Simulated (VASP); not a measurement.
# Si12O23 (a cell with a defect) in VASP: a series of runs

Si12O23 (a cell with a defect) is run at these levels: PBE+D3(BJ); tasks: single point.

All numbers are computed with VASP 6.6.1; they aren't measurements. Logs are shortened: lines on timing, memory, paths and dates and some standing lists are left out, and cuts for length are marked.

## 1. The cell of the first run

The cell holds a defect, 35 atoms: a = 7.400 Å, b = 7.400 Å, c = 9.994 Å, α = 70.27°, β = 70.27°, γ = 71.58°.

## 2. Single point, PBE+D3(BJ)

INCAR reads:

```
PREC = Accurate
ENCUT = 520
EDIFF = 1E-6
ISMEAR = -1
SIGMA = 0.02
LREAL = Auto
LASPH = T
NELM = 120
ALGO = Normal
ISIF = 2
LWAVE = F
LCHARG = T
GGA = PE
IVDW = 12
LELF = T
LVHAR = T
NBANDS = 116
GGA_COMPAT = F
```

KPOINTS reads:

```
Automatic mesh
0
Gamma
  2 2 2
```

POSCAR reads:

```
Si12O23
1.0
   -2.4984000000      4.3273560000      5.4576000000
    4.9968000000      0.0000000000      5.4576000000
    4.9968000000      8.6547110000      0.0000000000
Si O
12 23
Direct
    0.7513487908      0.2692086653      0.1337875812
    0.1663452440      0.2110384155      0.1721426456
    0.6034905994      0.0857906855      0.9732826335
    0.7319450636      0.2547280831      0.6317791710
    0.1590139877      0.1553974006      0.6491873023
    0.5926236136      0.0625218191      0.4655997835
    0.2336567096      0.7670088469      0.3688185353
    0.6637076600      0.6583017807      0.4038759496
    0.0966966426      0.5394196446      0.2105410666
    0.2436208672      0.7474730865      0.8701936977
    0.6601012207      0.6742990038      0.9135635812
    0.0935752398      0.5682519256      0.7052490404
    0.9837645066      0.2658456252      0.0958954212
    0.3707525806      0.1650452465      0.0461259563
    0.1361455305      0.6872525263      0.0441694522
    0.1479289649      1.0017320279      0.2994824978
    0.7323731018      0.1011487138      0.0710411320
    0.9715788492      0.2186151182      0.5796420079
    0.3533224485      0.0941733579      0.5208058252
    0.1232022397      0.7220385147      0.5433169321
    0.1362409129      0.9717707506      0.7960486076
    0.1714355077      0.3412207311      0.6944059406
    0.6709111937      0.0931395477      0.5882746502
    0.4713888084      0.7296990755      0.3393660571
    0.8569691769      0.5834280807      0.2808893631
    0.6492546328      0.2253880191      0.3102301673
    0.6333472482      0.4776129991      0.5517008214
    0.6928328474      0.8406564365      0.4454329083
    0.1959716621      0.6120920866      0.3019977665
    0.4758019995      0.7363005630      0.8415749878
    0.8610412976      0.6167476724      0.7901463370
    0.6560853580      0.2283521103      0.8079565141
    0.6341400479      0.4854625160      0.0561449534
    0.6602766213      0.8573196739      0.9684835530
    0.2272482250      0.5940496501      0.7936880598
```

Potentials or basis: VASP PAW PBE potentials, release 64 (Si, O).

Run with:

```console
$ cat potpaw_PBE.64/Si/POTCAR potpaw_PBE.64/O/POTCAR > POTCAR
$ mpirun -np 1 vasp_std > vasp.out
```

OUTCAR:

```text
PREC = Accurate
   ENCUT = 520
   EDIFF = 1E-6
   ISMEAR = -1
   LREAL = Auto
   LASPH = T
   NELM = 120
   ISIF = 2
   GGA = PE
   IVDW = 12
 IVDW          = 12

 ion  position               nearest neighbor table
   1  0.751  0.269  0.134-  13 1.63  33 1.63  26 1.63  17 1.63   3 3.03  11 3.09   2 3.10   6 3.13

   2  0.166  0.211  0.172-  14 1.63  13 1.65  16 1.65   9 2.45   1 3.10
   3  0.603  0.086  0.973-  34 1.62  32 1.63  14 1.63  17 1.63   1 3.03   4 3.13
   4  0.732  0.255  0.632-  32 1.62  27 1.62  23 1.63  18 1.63   5 3.06   6 3.09   8 3.10   3 3.13

   5  0.159  0.155  0.649-  22 1.62  18 1.63  19 1.63  21 1.63   4 3.06   6 3.10  10 3.10
   6  0.593  0.063  0.466-  28 1.62  23 1.62  26 1.63  19 1.63   4 3.09   5 3.10   8 3.10   1 3.13

   7  0.234  0.767  0.369-  20 1.62  24 1.63  29 1.64  16 1.64  12 3.13   8 3.14
   8  0.664  0.658  0.404-  24 1.62  25 1.62  27 1.63  28 1.63   4 3.10   6 3.10   7 3.14
   9  0.097  0.539  0.211-  15 1.64  25 1.64  29 1.64   2 2.45
  10  0.244  0.747  0.870-  15 1.62  35 1.62  30 1.62  21 1.63  12 3.06   5 3.10  11 3.11
  11  0.660  0.674  0.914-  31 1.62  30 1.62  34 1.62  33 1.63   1 3.09  10 3.11
  12  0.094  0.568  0.705-  35 1.62  22 1.62  20 1.62  31 1.62  10 3.06   7 3.13
  13  0.984  0.266  0.096-   1 1.63   2 1.65
  14  0.371  0.165  0.046-   3 1.63   2 1.63
  15  0.136  0.687  0.044-  10 1.62   9 1.64
  16  0.148  0.002  0.299-   7 1.64   2 1.65
  17  0.732  0.101  0.071-   3 1.63   1 1.63
  18  0.972  0.219  0.580-   5 1.63   4 1.63
[... 15 lines left out ...]
  34  0.660  0.857  0.968-   3 1.62  11 1.62
  35  0.227  0.594  0.794-  12 1.62  10 1.62

  LATTYP: Found a base centered monoclinic cell.
 ALAT       =    12.0045659460
 B/A-ratio  =     0.7209516483
 C/A-ratio  =     0.8324832096
 COS(beta)  =    -0.4162416409

  Lattice vectors:

 A1 = (   2.4984000000,  -4.3273560000,  -5.4576000000)
 A2 = (  -4.9968000000,   0.0000000000,  -5.4576000000)
 A3 = (   4.9968000000,   8.6547110000,   0.0000000000)

Analysis of symmetry for initial positions (statically):
=====================================================================
 Subroutine PRICEL returns:
 Original cell was already a primitive cell.

 Routine SETGRP: Setting up the symmetry group for a
 base centered monoclinic supercell.

 Subroutine GETGRP returns: Found  1 space group operations
 (whereof  1 operations were pure point group operations)
 out of a pool of  4 trial point group operations.

The static configuration has the point symmetry C_1 .

Analysis of symmetry for dynamics (positions and initial velocities):
=====================================================================
 Subroutine PRICEL returns:
 Original cell was already a primitive cell.

 Routine SETGRP: Setting up the symmetry group for a
 base centered monoclinic supercell.

 Subroutine GETGRP returns: Found  1 space group operations
 (whereof  1 operations were pure point group operations)
 out of a pool of  4 trial point group operations.

The dynamic configuration has the point symmetry C_1 .

 Subroutine INISYM returns: Found  1 space group operations
 (whereof  1 operations are pure point group operations),
 and found     1 'primitive' translations

----------------------------------------------------------------------------------------

                                     Primitive cell

  volume of cell :     472.0372

  direct lattice vectors                    reciprocal lattice vectors
    -2.498400000  4.327356000  5.457600000    -0.100064038  0.057772003  0.091615359
     4.996800000  0.000000000  5.457600000     0.100064038 -0.057772003  0.091615365
     4.996800000  8.654711000  0.000000000     0.050032025  0.086658004 -0.045807685

  length of vectors
     7.399554735  7.399554581  9.993599588     0.147457757  0.147457760  0.110050703

  position of ions in fractional coordinates (direct lattice)
     0.751348791  0.269208665  0.133787581
     0.166345244  0.211038415  0.172142646
     0.603490599  0.085790686  0.973282633
     0.731945064  0.254728083  0.631779171
     0.159013988  0.155397401  0.649187302
     0.592623614  0.062521819  0.465599783
[... 27 lines left out ...]
     0.660276621  0.857319674  0.968483553
     0.227248225  0.594049650  0.793688060

  ion indices of the primitive-cell ions
   primitive index   ion index
                 1           1
                 2           2
                 3           3
                 4           4
                 5           5
                 6           6
[... 27 lines left out ...]
                34          34
                35          35

----------------------------------------------------------------------------------------

 KPOINTS: Automatic mesh

Automatic generation of k-mesh.
 Grid dimensions read from file:
 generate k-points for:    2    2    2

 Generating k-lattice:

  Cartesian coordinates                     Fractional coordinates (reciprocal lattice)
[... 39 lines left out ...]
   LSORBIT =      F    spin-orbit coupling
   LASPH  =      T    aspherical Exc in radial PAW
   ENCUT  =  520.0 eV  38.22 Ry    6.18 a.u.  13.76 13.76 18.58*2*pi/ulx,y,z
   NELM   =    120;   NELMIN=  2; NELMDL= -5     # of ELM steps
   EDIFF  = 0.1E-05   stopping-criterion for ELM
   LREAL  =      T    real-space projection
   EDIFFG = 0.1E-04   stopping-criterion for IOM
   NSW    =      0    number of steps for IOM
   IBRION =     -1    ionic relax: 0-MD 1-quasi-New 2-CG
   NFREE  =      0    steps in history (QN), initial steepest desc. (CG)
   ISIF   =      2    stress and relaxation
   ISYM   =      2    0-nonsym 1-usesym 2-fastsym
   POTIM  = 0.5000    time-step for ionic-motion
   TEBEG  =    0.0;   TEEND  =   0.0 temperature during run
   PSTRESS=    0.0 pullay stress
   NELECT =     186.0000    total number of electrons
   NUPDOWN=      -1.0000    fix difference up-down
   EMIN   =  10.00;   EMAX   =-10.00  energy-range for DOS
   EFERMI =   0.00;   METHOD = LEGACY
   ISMEAR =    -1;   SIGMA  =   0.02  broadening in eV -4-tet -1-fermi 0-gaus
   EFERMI_NEDOS =   21; number of points for ismear=-14 and -15
   IALGO  =     38    algorithm
   IMIX   =      4    mixing-type and parameters
     AMIX     =   0.40;   BMIX     =  1.00
     AMIX_MAG =   1.60;   BMIX_MAG =  1.00
  volume/ion in A,a.u.               =      13.49        91.01
  Fermi-wavevector in a.u.,A,eV,Ry     =   1.200200  2.268050 19.598930  1.440481
  Thomas-Fermi vector in A             =   2.336043
   LORBIT       =      0    0 simple, 1 ext, 2 COOP (PROOUT), +10 PAW based schemes
   GGA     = PE    functional components
   LHFCALC =     F    Hartree Fock is set to
   AEXX    =    0.0000 exact exchange contribution
   IVDW    =    12    specifies the selected vdW correction
   LEPSILON=     F    determine dielectric tensor
   LRPA    =     F    only Hartree local field effects (RPA)
 non-spin polarized calculation
  energy-cutoff  :      520.00
  volume of cell :      472.04
 maximum number of plane-waves:     12746
 NGX is ok and might be reduce to    56
   NGX = 27   NGY = 27   NGZ = 37

 number of electron     186.0000003 magnetization

 Free energy of the ion-electron system (eV)
  ---------------------------------------------------
  ext. energy  EPLUGINS =         0.00000000
  ---------------------------------------------------
  free energy    TOTEN  =      -274.35776642 eV

  energy without entropy =     -274.35776642  energy(sigma->0) =     -274.35776642

 E-fermi :   1.8231     XC(G=0):  -8.9025

 val. band max:        1.2693574514   @ k =   0.0000   0.5000   0.0000
 cond. band min:       6.6513917518   @ k =   0.0000   0.0000   0.0000
 fundamental gap:      5.3820343004
 Fermi energy:         1.8230756431

 k-point     1 :       0.0000    0.0000    0.0000
  band No.  band energies     occupation
      1     -18.5267      2.00000
      2     -18.0833      2.00000
      3     -18.0432      2.00000
      4     -17.9031      2.00000
      5     -17.6618      2.00000
      6     -17.5796      2.00000
[... 97 lines left out ...]
    104       9.9112      0.00000
    105       9.9589      0.00000

 k-point     2 :       0.5000    0.0000   -0.0000
  band No.  band energies     occupation
      1     -18.3239      2.00000
      2     -18.2293      2.00000
      3     -18.0492      2.00000
      4     -17.9179      2.00000
      5     -17.6405      2.00000
      6     -17.6074      2.00000
[... 745 lines left out ...]
    104       9.8016      0.00000
    105       9.8573      0.00000
 [bands above 105 left out]

------------------------ aborting loop because EDIFF is reached ----------------------------------------

 Edisp (eV)   -4.73295

 E8    (eV) :    -1.6080

  FORCE on cell =-STRESS in cart. coord.  units (eV):
  Direction    XX          YY          ZZ          XY          YZ          ZX
  --------------------------------------------------------------------------------------
  -------------------------------------------------------------------------------------
  Total      -8.59082    -2.68158    -4.82098     1.14780     2.00743    -3.09772
  in kB     -29.15877    -9.10174   -16.36324     3.89585     6.81357   -10.51421
  external pressure =      -18.21 kB  Pullay stress =        0.00 kB

 VOLUME and BASIS-vectors are now :
 -----------------------------------------------------------------------------
  energy-cutoff  :      520.00
  volume of cell :      472.04
      direct lattice vectors                 reciprocal lattice vectors
    -2.498400000  4.327356000  5.457600000    -0.100064038  0.057772003  0.091615359
     4.996800000  0.000000000  5.457600000     0.100064038 -0.057772003  0.091615365
     4.996800000  8.654711000  0.000000000     0.050032025  0.086658004 -0.045807685

 POSITION                                       TOTAL-FORCE (eV/Angst)
 -----------------------------------------------------------------------------------
      0.13652      4.40925      5.56979         0.012663      0.006596      0.005162
      1.49908      2.20968      2.05961         0.026294     -0.006876      0.030078
      3.78422     11.03500      3.76182        -0.006557     -0.001645     -0.009727
      2.60101      8.63525      5.38487         0.018740      0.001263     -0.009421
      3.62307      6.30664      1.71593        -0.005212     -0.004564      0.002793
      1.15831      6.59412      3.57552        -0.006099      0.010585     -0.000088
[... 27 lines left out ...]
      7.47354     11.23920      8.28243        -0.000940     -0.016911     -0.002407
      6.36649      7.85252      4.48232         0.015526     -0.007138      0.000555
 -----------------------------------------------------------------------------------
    total drift:                                0.013102     -0.007294      0.005049

  FREE ENERGIE OF THE ION-ELECTRON SYSTEM (eV)
  ---------------------------------------------------
  free  energy   TOTEN  =      -279.0907117341 eV

  energy  without entropy=     -279.0907117341  energy(sigma->0) =     -279.09071173
```

Wall time 25 min (1 thread of AMD EPYC 7R43 (Zen 3), shared host); peak memory 0.61 GiB.

Results:

* Free energy: -279.0907 eV
* Pressure: -1.8 GPa
* Largest force: 0.041 eV/Å
* Band gap on the k mesh: 5.38 eV
* Dispersion energy per atom: -0.135 eV

Forces in eV/Å, atoms in the order of the input:
```
Si   0.013  0.007  0.005
Si   0.026 -0.007  0.030
Si  -0.007 -0.002 -0.010
Si   0.019  0.001 -0.009
Si  -0.005 -0.005  0.003
Si  -0.006  0.011  0.000
Si   0.007 -0.014 -0.003
Si  -0.007 -0.013  0.002
Si  -0.031 -0.002 -0.024
Si   0.010  0.009  0.002
Si  -0.001 -0.010  0.013
Si  -0.004  0.000 -0.010
O    0.010  0.008 -0.001
O    0.000  0.017  0.005
O   -0.016  0.005  0.002
O   -0.009 -0.003  0.004
O    0.003  0.000  0.000
O    0.009  0.004  0.002
O    0.006  0.011  0.004
O   -0.011  0.009 -0.007
O   -0.009 -0.003  0.002
O    0.004 -0.016 -0.005
O    0.009 -0.009  0.008
O    0.004  0.011 -0.005
O    0.000  0.011 -0.001
O   -0.014  0.004 -0.006
O   -0.013 -0.001  0.004
O    0.005 -0.013 -0.003
O    0.009 -0.005  0.003
O    0.011  0.003 -0.006
O   -0.003  0.016  0.006
O   -0.015  0.003 -0.008
O   -0.007 -0.004  0.005
O   -0.001 -0.017 -0.002
O    0.016 -0.007  0.001
```

Stress tensor (GPa, compression positive):
```
-2.92  0.39 -1.05
 0.39 -0.91  0.68
-1.05  0.68 -1.64
```

Levels at points of the mesh, in eV from the valence-band top:
| k point | band 89 | band 90 | band 91 | band 92 | band 93 | band 94 | band 95 | band 96 | band 97 | band 98 |
| --- | --- | --- | --- | --- | --- | --- | --- | --- | --- | --- |
| (0.00, 0.00, 0.00) | -0.88 | -0.80 | -0.74 | -0.69 | -0.19 | 5.38 | 6.03 | 6.45 | 6.69 | 7.67 |
| (0.50, 0.00, 0.00) | -0.75 | -0.70 | -0.63 | -0.53 | -0.21 | 5.90 | 6.11 | 6.59 | 6.84 | 7.10 |
| (0.00, 0.50, 0.00) | -0.83 | -0.70 | -0.69 | -0.57 | 0.00 | 5.63 | 6.31 | 6.44 | 6.74 | 7.10 |
| (0.50, 0.50, 0.00) | -0.73 | -0.71 | -0.66 | -0.52 | -0.01 | 5.81 | 6.31 | 6.48 | 7.13 | 7.46 |
| (0.00, 0.00, 0.50) | -0.92 | -0.86 | -0.72 | -0.68 | -0.19 | 5.56 | 6.26 | 6.45 | 6.58 | 6.81 |
| (0.50, 0.00, 0.50) | -0.81 | -0.79 | -0.65 | -0.62 | -0.22 | 5.88 | 6.15 | 6.75 | 6.85 | 7.09 |
| (0.00, 0.50, 0.50) | -0.84 | -0.73 | -0.68 | -0.62 | -0.01 | 5.72 | 6.29 | 6.46 | 6.71 | 7.20 |
| (0.50, 0.50, 0.50) | -0.78 | -0.66 | -0.63 | -0.59 | -0.03 | 5.80 | 6.33 | 6.54 | 6.99 | 7.20 |

Caveat: the k points lie up to 0.46 Å⁻¹ apart.

## 3. Single point, PBE+D3(BJ)

INCAR reads:

```
SYSTEM = Si12O23
PREC = Accurate ; ENCUT = 520
EDIFF = 1E-6 ; ISMEAR = -1
SIGMA = 0.02 ; LREAL = Auto
LASPH = .TRUE. ; NELM = 120
ALGO = Normal ; ISIF = 2
LWAVE = .FALSE. ; LCHARG = .TRUE.
GGA = PE ; IVDW = 12
LELF = .TRUE. ; LVHAR = .TRUE.
NBANDS = 116 ; GGA_COMPAT = .FALSE.
```

KPOINTS reads:

```
Automatic mesh
0
G
  2 2 2
  0 0 0
```

POSCAR reads:

```
Si12O23
1.0
   -2.4984000000      4.3273560000      5.4576000000
    4.9968000000      0.0000000000      5.4576000000
    4.9968000000      8.6547110000      0.0000000000
Si O
12 23
Direct
    0.7513487653      0.2692086226      0.1337876461
    0.1663452589      0.2110383896      0.1721426453
    0.6034906304      0.0857907387      0.9732826665
    0.7319450200      0.2547280598      0.6317791924
    0.1590140766      0.1553973863      0.6491873017
    0.5926236634      0.0625218218      0.4655997681
    0.2336567356      0.7670087584      0.3688185687
    0.6637077348      0.6583017565      0.4038759181
    0.0966966056      0.5394196360      0.2105410988
    0.2436208244      0.7474730630      0.8701936973
    0.6601012531      0.6742990327      0.9135635935
    0.0935752701      0.5682519067      0.7052490249
    0.9837645020      0.2658455830      0.0958953776
    0.3707525492      0.1650452374      0.0461259459
    0.1361455426      0.6872524712      0.0441694436
    0.1479289955      1.0017320277      0.2994825100
    0.7323731822      0.1011486955      0.0710411377
    0.9715788689      0.2186151724      0.5796420414
    0.3533224604      0.0941733253      0.5208058283
    0.1232022083      0.7220385569      0.5433169501
    0.1362409432      0.9717706370      0.7960486418
    0.1714355124      0.3412207834      0.6944059145
    0.6709111769      0.0931395047      0.5882746972
    0.4713887530      0.7296990878      0.3393660460
    0.8569691331      0.5834281111      0.2808893885
    0.6492546533      0.2253880468      0.3102301140
    0.6333472234      0.4776130888      0.5517008127
    0.6928327748      0.8406564879      0.4454328902
    0.1959716725      0.6120921284      0.3019978145
    0.4758019916      0.7363005810      0.8415749985
    0.8610413066      0.6167476482      0.7901462840
    0.6560853900      0.2283520917      0.8079564934
    0.6341400179      0.4854625546      0.0561449583
    0.6602766938      0.8573196855      0.9684834869
    0.2272481957      0.5940496275      0.7936881031
```

Potentials or basis: VASP PAW PBE potentials, release 64 (Si, O).

Run with:

```console
$ cat potpaw_PBE.64/Si/POTCAR potpaw_PBE.64/O/POTCAR > POTCAR
$ mpirun -np 1 vasp_std > vasp.out
```

It took 23 min on 1 thread of Oxide Virtual Turin-like, shared host; peak memory 0.63 GiB.

It converged, with:

| Item | Value |
| --- | --- |
| Free energy | -279.0907 eV |
| Pressure | -1.8 GPa |
| Largest force | 0.041 eV/Å |
| Band gap on the k mesh | 5.38 eV |
| Dispersion energy per atom | -0.135 eV |

Forces on the atoms (eV/Å):
```
Si   0.013  0.007  0.005
Si   0.026 -0.007  0.030
Si  -0.007 -0.002 -0.010
Si   0.019  0.001 -0.009
Si  -0.005 -0.005  0.003
Si  -0.006  0.011  0.000
Si   0.007 -0.014 -0.003
Si  -0.007 -0.013  0.002
Si  -0.031 -0.002 -0.024
Si   0.010  0.009  0.002
Si  -0.001 -0.010  0.013
Si  -0.004  0.000 -0.010
O    0.010  0.008 -0.001
O    0.000  0.017  0.005
O   -0.016  0.005  0.002
O   -0.009 -0.003  0.004
O    0.003  0.000  0.000
O    0.009  0.004  0.002
O    0.006  0.011  0.004
O   -0.011  0.009 -0.007
O   -0.009 -0.003  0.003
O    0.004 -0.016 -0.005
O    0.009 -0.009  0.008
O    0.004  0.011 -0.005
O    0.000  0.011 -0.001
O   -0.014  0.004 -0.006
O   -0.013 -0.001  0.004
O    0.005 -0.013 -0.003
O    0.009 -0.005  0.003
O    0.011  0.003 -0.006
O   -0.003  0.016  0.006
O   -0.015  0.003 -0.008
O   -0.007 -0.004  0.005
O   -0.001 -0.017 -0.002
O    0.016 -0.007  0.001
```

Stress tensor (GPa, compression positive):
```
-2.92  0.39 -1.05
 0.39 -0.91  0.68
-1.05  0.68 -1.64
```

Levels at points of the mesh, in eV from the valence-band top:
| k point | band 91 | band 92 | band 93 | band 94 | band 95 | band 96 |
| --- | --- | --- | --- | --- | --- | --- |
| (0.00, 0.00, 0.00) | -0.74 | -0.69 | -0.19 | 5.38 | 6.03 | 6.45 |
| (0.50, 0.00, 0.00) | -0.63 | -0.53 | -0.21 | 5.90 | 6.11 | 6.59 |
| (0.00, 0.50, 0.00) | -0.69 | -0.57 | 0.00 | 5.63 | 6.31 | 6.44 |
| (0.50, 0.50, 0.00) | -0.66 | -0.52 | -0.01 | 5.81 | 6.31 | 6.48 |
| (0.00, 0.00, 0.50) | -0.72 | -0.68 | -0.19 | 5.56 | 6.26 | 6.45 |
| (0.50, 0.00, 0.50) | -0.65 | -0.62 | -0.22 | 5.88 | 6.15 | 6.75 |
| (0.00, 0.50, 0.50) | -0.68 | -0.62 | -0.01 | 5.72 | 6.29 | 6.46 |
| (0.50, 0.50, 0.50) | -0.63 | -0.59 | -0.03 | 5.80 | 6.33 | 6.54 |

Caveat: the k points lie up to 0.46 Å⁻¹ apart.
